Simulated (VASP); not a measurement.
# ZnS in VASP: further runs

The runs below take ZnS through single point, with PBE.

All numbers are computed with VASP 6.6.1; they aren't measurements. Logs are shortened: lines on timing, memory, paths and dates and some standing lists are left out, and cuts for length are marked.

### Step 1. The cell of the first run

Symmetry: I-4m2, No. 119, tetragonal system. Conventional cell: a = 3.822 Å, b = 3.822 Å, c = 5.551 Å, α = 90.00°, β = 90.00°, γ = 90.00°. Zn (site symmetry -4m2) has 4 S at 2.36 Å within 3.1 Å. S (site symmetry -4m2) has 4 Zn at 2.36 Å within 3.1 Å.

### Step 2. Single point, PBE

INCAR reads:

```
SYSTEM = ZnS
PREC = Accurate ; ENCUT = 520
EDIFF = 1E-6 ; ISMEAR = 0
SIGMA = 0.02 ; LREAL = .FALSE.
LASPH = .TRUE. ; NELM = 100
ALGO = Normal ; ISIF = 2
LWAVE = .FALSE. ; LCHARG = .TRUE.
GGA = PE ; LELF = .TRUE.
LVHAR = .TRUE. ; NBANDS = 26
```

KPOINTS reads:

```
Automatic mesh
0
G
  8 8 6
  0 0 0
```

POSCAR reads:

```
ZnS
1.0
    2.7025671467      2.7025671467      0.0000000000
   -2.7025671467      2.7025671467      0.0000000000
    0.0000000000      0.0000000000      5.5511549192
Zn S
2 2
Direct
    0.0000000000      0.0000000000      0.0000000000
    0.5000000000      0.5000000000      0.5000000000
    0.5000000000      0.0000000000      0.7500000000
    0.0000000000      0.5000000000      0.2500000000
```

Potentials or basis: VASP PAW PBE potentials, release 64 (Zn, S).

Launch:

```bash
> cat potpaw_PBE.64/Zn/POTCAR potpaw_PBE.64/S/POTCAR > POTCAR
> mpirun -np 1 vasp_std > vasp.out
```

OUTCAR:

```text
SYSTEM = ZnS
   PREC = Accurate
   ENCUT = 520
   EDIFF = 1E-6
   ISMEAR = 0
   LREAL = .FALSE.
   LASPH = .TRUE.
   NELM = 100
   ISIF = 2
   GGA = PE

 ion  position               nearest neighbor table
   1  0.000  0.000  0.000-   3 2.36   4 2.36   4 2.36   3 2.36
   2  0.500  0.500  0.500-   3 2.36   4 2.36   3 2.36   4 2.36
   3  0.500  0.000  0.750-   1 2.36   2 2.36   2 2.36   1 2.36
   4  0.000  0.500  0.250-   1 2.36   2 2.36   1 2.36   2 2.36

  LATTYP: Found a simple tetragonal cell.
 ALAT       =     3.8220071121
 C/A-ratio  =     1.4524187832

  Lattice vectors:

 A1 = (   2.7025671467,   2.7025671467,   0.0000000000)
 A2 = (  -2.7025671467,   2.7025671467,   0.0000000000)
 A3 = (   0.0000000000,   0.0000000000,   5.5511549192)

Analysis of symmetry for initial positions (statically):
=====================================================================
 Subroutine PRICEL returns following result:

  LATTYP: Found a body centered tetragonal cell.
 ALAT       =     3.8220071121
 C/A-ratio  =     1.4524187832

  Lattice vectors:

 A1 = (   2.7025671467,   0.0000000000,  -2.7755774596)
 A2 = (  -2.7025671467,   0.0000000000,  -2.7755774596)
 A3 = (   0.0000000000,   2.7025671467,   2.7755774596)

   2 primitive cells build up your supercell.

 Routine SETGRP: Setting up the symmetry group for a
 simple tetragonal supercell.

 Subroutine GETGRP returns: Found  8 space group operations
 (whereof  8 operations were pure point group operations)
 out of a pool of 16 trial point group operations.

The static configuration has the point symmetry D_2d.

Analysis of symmetry for dynamics (positions and initial velocities):
=====================================================================
 Subroutine PRICEL returns following result:

  LATTYP: Found a body centered tetragonal cell.
 ALAT       =     3.8220071121
 C/A-ratio  =     1.4524187832

  Lattice vectors:

 A1 = (   2.7025671467,   0.0000000000,  -2.7755774596)
 A2 = (  -2.7025671467,   0.0000000000,  -2.7755774596)
 A3 = (   0.0000000000,   2.7025671467,   2.7755774596)

   2 primitive cells build up your supercell.

 Routine SETGRP: Setting up the symmetry group for a
 simple tetragonal supercell.

 Subroutine GETGRP returns: Found  8 space group operations
 (whereof  8 operations were pure point group operations)
 out of a pool of 16 trial point group operations.

The dynamic configuration has the point symmetry D_2d.

 Subroutine INISYM returns: Found  8 space group operations
 (whereof  8 operations are pure point group operations),
 and found     2 'primitive' translations

----------------------------------------------------------------------------------------

                                     Primitive cell

  volume of cell :      40.5449

  direct lattice vectors                    reciprocal lattice vectors
     2.702567147  0.000000000 -2.775577460     0.185009279  0.185009279 -0.180142694
    -2.702567147  0.000000000 -2.775577460    -0.185009279  0.185009279 -0.180142694
     0.000000000  2.702567147  2.775577460     0.000000000  0.370018559  0.000000000

  length of vectors
     3.873977209  3.873977209  3.873977209     0.317660600  0.317660600  0.370018559

  position of ions in fractional coordinates (direct lattice)
     0.000000000  0.000000000  0.000000000
     0.750000000  0.250000000  0.500000000

  ion indices of the primitive-cell ions
   primitive index   ion index
                 1           1
                 2           3

----------------------------------------------------------------------------------------

 KPOINTS: Automatic mesh

Automatic generation of k-mesh.
 Grid dimensions read from file:
 generate k-points for:    8    8    6

 Generating k-lattice:

  Cartesian coordinates                     Fractional coordinates (reciprocal lattice)
     0.023126160  0.023126160  0.000000000     0.125000000  0.000000000  0.000000000
    -0.023126160  0.023126160  0.000000000     0.000000000  0.125000000  0.000000000
     0.000000000  0.000000000  0.030023782     0.000000000  0.000000000  0.166666667

  Length of vectors
     0.032705329  0.032705329  0.030023782

  Shift w.r.t. Gamma in fractional coordinates (k-lattice)
     0.000000000  0.000000000  0.000000000

 Subroutine IBZKPT returns following result:
 ===========================================

 Found     60 irreducible k-points:

 Following reciprocal coordinates:
            Coordinates               Weight
  0.000000  0.000000  0.000000      1.000000
  0.125000  0.000000  0.000000      4.000000
  0.250000  0.000000  0.000000      4.000000
  0.375000  0.000000  0.000000      4.000000
  0.500000  0.000000  0.000000      2.000000
  0.125000  0.125000  0.000000      4.000000
[... 16 lines left out ...]
  0.375000  0.125000  0.166667     16.000000
  0.500000  0.125000  0.166667      8.000000
 [... further k-points ...]
   k-points           NKPTS =     60   k-points in BZ     NKDIM =     60   number of bands    NBANDS=     26
   number of dos      NEDOS =    301   number of ions     NIONS =      4
   total plane-waves  NPLWV =  32928
   dimension x,y,z NGX =    28 NGY =   28 NGZ =   42
   dimension x,y,z NGXF=    56 NGYF=   56 NGZF=   84
   ions per type =               2   2
   NGX,Y,Z   is equivalent  to a cutoff of  12.18, 12.18, 12.58 a.u.
   NGXF,Y,Z  is equivalent  to a cutoff of  24.36, 24.36, 25.16 a.u.
 SYSTEM =  ZnS
   PREC   = accura    normal or accurate (medium, high low for compatibility)
   ISTART =      0    job   : 0-new  1-cont  2-samecut
   ICHARG =      2    charge: 1-file 2-atom 10-const
   ISPIN  =      1    spin polarized calculation?
   LNONCOLLINEAR =      F non collinear calculations
   LSORBIT =      F    spin-orbit coupling
   LASPH  =      T    aspherical Exc in radial PAW
   ENCUT  =  520.0 eV  38.22 Ry    6.18 a.u.   7.11  7.11 10.32*2*pi/ulx,y,z
   NELM   =    100;   NELMIN=  2; NELMDL= -5     # of ELM steps
   EDIFF  = 0.1E-05   stopping-criterion for ELM
   LREAL  =      F    real-space projection
   EDIFFG = 0.1E-04   stopping-criterion for IOM
   NSW    =      0    number of steps for IOM
   IBRION =     -1    ionic relax: 0-MD 1-quasi-New 2-CG
   NFREE  =      0    steps in history (QN), initial steepest desc. (CG)
   ISIF   =      2    stress and relaxation
   ISYM   =      2    0-nonsym 1-usesym 2-fastsym
   POTIM  = 0.5000    time-step for ionic-motion
   TEBEG  =    0.0;   TEEND  =   0.0 temperature during run
   PSTRESS=    0.0 pullay stress
   NELECT =      36.0000    total number of electrons
   NUPDOWN=      -1.0000    fix difference up-down
   EMIN   =  10.00;   EMAX   =-10.00  energy-range for DOS
   EFERMI =   0.00;   METHOD = LEGACY
   ISMEAR =     0;   SIGMA  =   0.02  broadening in eV -4-tet -1-fermi 0-gaus
   EFERMI_NEDOS =   21; number of points for ismear=-14 and -15
   IALGO  =     38    algorithm
   IMIX   =      4    mixing-type and parameters
     AMIX     =   0.40;   BMIX     =  1.00
     AMIX_MAG =   1.60;   BMIX_MAG =  1.00
  volume/ion in A,a.u.               =      20.27       136.81
  Fermi-wavevector in a.u.,A,eV,Ry     =   1.248879  2.360038 21.220976  1.559698
  Thomas-Fermi vector in A             =   2.382945
   LORBIT       =      0    0 simple, 1 ext, 2 COOP (PROOUT), +10 PAW based schemes
   GGA     = PE    functional components
   LHFCALC =     F    Hartree Fock is set to
   AEXX    =    0.0000 exact exchange contribution
   IVDW    =     0    specifies the selected vdW correction
   LEPSILON=     F    determine dielectric tensor
   LRPA    =     F    only Hartree local field effects (RPA)
 non-spin polarized calculation
 Gauss-broadening in eV      SIGMA  =   0.02
  energy-cutoff  :      520.00
  volume of cell :       81.09
 maximum number of plane-waves:      2212
   NGX = 15   NGY = 15   NGZ = 21

 number of electron      35.9999997 magnetization

 Free energy of the ion-electron system (eV)
  ---------------------------------------------------
  ext. energy  EPLUGINS =         0.00000000
  ---------------------------------------------------
  free energy    TOTEN  =       -13.70003028 eV

  energy without entropy =      -13.70003028  energy(sigma->0) =      -13.70003028

 E-fermi :   2.0457     XC(G=0):  -9.5029

 val. band max:        1.8872631762   @ k =   0.0000   0.0000   0.0000
 cond. band min:       3.8486066130   @ k =   0.0000   0.0000   0.0000
 fundamental gap:      1.9613434368
 Fermi energy:         2.0456744367

 k-point     1 :       0.0000    0.0000    0.0000
  band No.  band energies     occupation
      1     -11.0964      2.00000
      2      -9.9536      2.00000
      3      -4.3877      2.00000
      4      -4.3823      2.00000
      5      -4.3718      2.00000
      6      -4.3718      2.00000
[... 18 lines left out ...]
     25      12.4506      0.00000
     26      13.3189      0.00000

 k-point     2 :       0.1250    0.0000    0.0000
  band No.  band energies     occupation
      1     -11.0202      2.00000
      2      -9.9502      2.00000
      3      -4.3771      2.00000
      4      -4.3667      2.00000
      5      -4.3599      2.00000
      6      -4.3465      2.00000
[... 18 lines left out ...]
     25      11.8916      0.00000
     26      12.8497      0.00000

 k-point     3 :       0.2500    0.0000    0.0000
  band No.  band energies     occupation
      1     -10.8099      2.00000
      2      -9.9628      2.00000
      3      -4.3672      2.00000
      4      -4.3268      2.00000
      5      -4.3224      2.00000
      6      -4.2915      2.00000
[... 18 lines left out ...]
     25      11.0755      0.00000
     26      11.6126      0.00000

 k-point     4 :       0.3750    0.0000    0.0000
  band No.  band energies     occupation
      1     -10.5209      2.00000
      2     -10.0454      2.00000
      3      -4.3080      2.00000
      4      -4.2788      2.00000
      5      -4.2685      2.00000
      6      -4.2669      2.00000
[... 18 lines left out ...]
     25      10.1054      0.00000
     26      10.5642      0.00000

 k-point     5 :       0.5000    0.0000    0.0000
  band No.  band energies     occupation
      1     -10.2390      2.00000
      2     -10.2390      2.00000
      3      -4.2680      2.00000
      4      -4.2680      2.00000
      5      -4.2225      2.00000
      6      -4.2225      2.00000
[... 18 lines left out ...]
     25       9.7800      0.00000
     26       9.7800      0.00000

 k-point     6 :       0.1250    0.1250    0.0000
  band No.  band energies     occupation
      1     -10.9457      2.00000
      2      -9.9439      2.00000
      3      -4.3886      2.00000
      4      -4.3518      2.00000
      5      -4.3345      2.00000
      6      -4.3144      2.00000
[... 427 lines left out ...]
 k-point    21 :       0.1250    0.1250    0.1667
  band No.  band energies     occupation
      1     -10.8868      2.00000
      2     -10.0209      2.00000
      3      -4.3744      2.00000
      4      -4.3483      2.00000
      5      -4.3246      2.00000
      6      -4.3174      2.00000
[... 18 lines left out ...]
     25      10.3530      0.00000
     26      12.1615      0.00000

 k-point    22 :       0.2500    0.1250    0.1667
  band No.  band energies     occupation
      1     -10.6916      2.00000
      2     -10.0047      2.00000
      3      -4.3671      2.00000
      4      -4.3040      2.00000
      5      -4.2852      2.00000
      6      -4.2682      2.00000
[... 18 lines left out ...]
     25       9.5847      0.00000
     26      11.5296      0.00000

 k-point    23 :       0.3750    0.1250    0.1667
  band No.  band energies     occupation
      1     -10.4303      2.00000
      2     -10.0439      2.00000
      3      -4.3222      2.00000
      4      -4.2589      2.00000
      5      -4.2556      2.00000
      6      -4.2124      2.00000
[... 18 lines left out ...]
     25       9.7420      0.00000
     26      11.1267      0.00000

 k-point    24 :       0.5000    0.1250    0.1667
  band No.  band energies     occupation
      1     -10.1894      2.00000
      2     -10.1894      2.00000
      3      -4.2695      2.00000
      4      -4.2695      2.00000
      5      -4.2229      2.00000
      6      -4.2229      2.00000
[... 18 lines left out ...]
     25      10.3355      0.00000
     26      10.3355      0.00000

 [... further k-points ...]
[... 5 lines left out ...]
  --------------------------------------------------------------------------------------
  -------------------------------------------------------------------------------------
  Total        0.0672428      0.0672428     -0.5124898      0.0000000      0.0000000     -0.0000000
  in kB        1.3285878      1.3285878    -10.1258035      0.0000000      0.0000000     -0.0000000
  external PRESSURE =      -2.4895426 kB  Pullay stress =       0.0000000 kB

 VOLUME and BASIS-vectors are now :
 -----------------------------------------------------------------------------
  energy-cutoff  :      520.00
  volume of cell :       81.09
      direct lattice vectors                 reciprocal lattice vectors
     2.702567147  2.702567147  0.000000000     0.185009279  0.185009279  0.000000000
    -2.702567147  2.702567147  0.000000000    -0.185009279  0.185009279  0.000000000
     0.000000000  0.000000000  5.551154919     0.000000000  0.000000000  0.180142694

 POSITION                                       TOTAL-FORCE (eV/Angst)
 -----------------------------------------------------------------------------------
      0.00000      0.00000      0.00000         0.000000      0.000000      0.000000
      0.00000      2.70257      2.77558        -0.000000     -0.000000     -0.000000
      1.35128      1.35128      4.16337        -0.000000      0.000000      0.000000
     -1.35128      1.35128      1.38779        -0.000000      0.000000      0.000000
 -----------------------------------------------------------------------------------
    total drift:                               -0.000000      0.000000      0.000000

  FREE ENERGIE OF THE ION-ELECTRON SYSTEM (eV)
  ---------------------------------------------------
  free  energy   TOTEN  =       -13.7000302775 eV

  energy  without entropy=      -13.7000302775  energy(sigma->0) =      -13.70003028
```

Wall time 2.4 min (1 thread of AMD EPYC 7R43 (Zen 3), shared host); peak memory 0.19 GiB.

What came out:

```
Free energy            : -13.7000 eV
Pressure               : -0.2 GPa
Band gap on the k mesh : 1.96 eV
```

Stress tensor (GPa, compression positive):
```
 0.13  0.00  0.00
 0.00  0.13  0.00
 0.00  0.00 -1.01
```

Levels at points of the mesh, in eV from the valence-band top:
```csv
k point,band 14,band 15,band 16,band 17,band 18,band 19,band 20,band 21,band 22,band 23
"(0.00, 0.00, 0.00)",-2.06,-2.06,-0.10,0.00,0.00,1.96,3.53,4.21,6.39,6.39
"(0.50, 0.00, 0.00)",-3.91,-2.51,-2.51,-0.82,-0.82,4.80,4.80,6.65,6.65,7.09
"(0.50, 0.50, 0.00)",-4.43,-2.22,-2.22,-2.17,-2.17,3.40,3.40,3.96,3.96,10.85
"(0.00, 0.00, 0.50)",-2.65,-1.15,-1.15,-1.15,-1.15,4.37,4.37,4.66,4.66,8.49
"(0.50, 0.00, 0.50)",-5.14,-0.93,-0.93,-0.79,-0.79,3.21,3.21,6.81,6.81,7.02
"(0.50, 0.50, 0.50)",-4.44,-2.66,-2.66,-2.63,-2.63,5.58,5.58,5.77,5.77,7.54
```

(Continued in part 2 of 2.)
